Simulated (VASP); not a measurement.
Ag, 1 atom in the cell. Symmetry: Fm-3m, No. 225, cubic system. The conventional cell has a = 4.073 Å, b = 4.073 Å, c = 4.073 Å, α = 90.00°, β = 90.00°, γ = 90.00°. Within 3.8 Å of Ag (site symmetry m-3m) lie 12 Ag at 2.88 Å. 

```yaml
Program: VASP 6.6.1
Task: single point
Functional: PBE
Dispersion: D3(BJ)
Potentials_or_basis: VASP PAW PBE potentials, release 64 (Ag)
Cutoff: 520 eV
k_mesh: 18 × 18 × 18
Occupations: gaussian, width 0.1 eV
Spin: no spin polarisation
Dipole_correction: no
Further_INCAR_settings: ALGO = Normal; EDIFF = 1e-07; NBANDS = 12
```

Potentials or basis: VASP PAW PBE potentials, release 64 (Ag).

Command:

```bash
$ cat potpaw_PBE.64/Ag/POTCAR > POTCAR
$ mpirun -np 1 vasp_std > vasp.out
```

Hardware: 1 thread of Intel(R) Xeon(R) Platinum 8559C (Emerald Rapids) (shared host).

Estimate the wall time of this run.

Wall time 14 s on 1 thread of Intel(R) Xeon(R) Platinum 8559C (Emerald Rapids) (shared host), peak memory 0.18 GiB. Counts: scf iterations 12, k points 195.
